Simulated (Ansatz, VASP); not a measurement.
HgS in VASP and in Ansatz

```
Hg S
1.0
     0.00000    2.93803    2.93803
     2.93803    0.00000    2.93803
     2.93803    2.93803    0.00000
Hg S
1 1
Cartesian
  0.0000 0.0000 0.0000
  4.4071 4.4071 4.4071
```

Alike in both runs: task single point; functional PBEsol; k mesh 8 × 8 × 8; occupations gaussian, width 0.05 eV; no spin polarisation.

|  | VASP | Ansatz |
| --- | --- | --- |
| version | VASP 6.6.1 | Ansatz 0.2.0 |
| potentials or method | VASP PAW PBE potentials, release 64 (Hg, S), cutoff 500 eV | scalar-relativistic, plane waves, PAW |
| valence electrons in the cell | 18 | 26 |

Ansatz gave:

```
gap on the k mesh at the Fermi level (eV) : none
pressure (GPa)                            : 0.0
```

Question: Estimate VASP's values.

Answer: gap on the k mesh at the Fermi level (eV): none; pressure (GPa): 0.4.

VASP's potentials were made for PBE, not for PBEsol. A gap of «none» marks a metal or a gap that the smearing closes. VASP's potentials hold 18 valence electrons a cell and Ansatz's 26, so a difference there can come from the potentials and not from the codes.

Spin-orbit coupling is off throughout.
